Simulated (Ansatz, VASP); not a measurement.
Two plane-wave programs on C

```
CELL_PARAMETERS angstrom
-0.03567 1.76557 1.76557
1.76557 -0.03567 1.76557
1.76557 1.76557 -0.03567
ATOMIC_POSITIONS crystal
C 0.50000 0.50000 0.50000
C 0.75000 0.75000 0.75000
```

Change from the starting cell: equal xy, yz and zx shear strains of -2 %, PAW files.

Alike in both runs: task electric field gradients; functional LDA; k mesh 16 × 16 × 16; occupations fermi-dirac, width 0.03 eV; no spin polarisation.

|  | VASP | Ansatz |
| --- | --- | --- |
| version | VASP 6.6.1 | Ansatz 0.2.0 |
| potentials or method | VASP PAW LDA potentials, release 64 (C_h) | PAW with Ansatz's default frozen-core files, scalar-relativistic |
| plane-wave cutoff (eV) | 1000 | 420 |
| valence electrons in the cell | 8 | 8 |

|  | VASP | Ansatz | Ansatz less VASP |
| --- | --- | --- | --- |
| gap on the k mesh at the Fermi level (eV) | 4.05 | 4.06 | +0.006 |
| rms of the force components (eV/Å) | 0.085 | 0.082 | -0.0027 |
| size of Vzz on the site where it differs most (V/Å²) | 4.4 | 4.2 | -0.27 |

LDA's correlation is that of Perdew and Zunger in VASP and of Perdew and Wang (1992) in Ansatz. Atom by atom the forces differ by 0.003 eV/Å (rms over components).
